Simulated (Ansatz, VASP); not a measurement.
# Two plane-wave programs on GaSb2Te2

```
Ga Sb Te
1.0
     5.39970    0.00000    0.00000
    -2.69985    4.67628    0.00000
     0.00000    0.00000    6.59280
Ga Sb Te
1 2 2
Cartesian
  0.0000 0.0000 3.2964
  0.0000 3.1175 3.2964
  2.6999 1.5588 3.2964
  0.0000 3.1175 0.0000
  2.6999 1.5588 0.0000
```

Alike in both runs: task relaxation of cell and atoms; functional PBE; k mesh 6 × 6 × 4; occupations gaussian, width 0.1 eV; no spin polarisation.

```csv
,VASP,Ansatz
version,VASP 6.6.1,Ansatz 0.2.0
potentials or method,"VASP PAW PBE potentials, release 64 (Ga_d, Sb, Te), cutoff 600 eV","scalar-relativistic, plane waves, PAW"
valence electrons in the cell,35,75
```

```tsv
	VASP	Ansatz	Ansatz less VASP
gap on the k mesh at the Fermi level, each at its own relaxed structure (eV)	none	none	-
relaxed volume (Å³/atom)	33.49	33.57	+0.079
relaxed cell length with the largest relative difference (Å)	5.577	5.585	+0.0076
```

A gap of «none» marks a metal or a gap that the smearing closes. VASP's potentials hold 35 valence electrons a cell and Ansatz's 75, so a difference there can come from the potentials and not from the codes.

Spin-orbit coupling is off throughout.
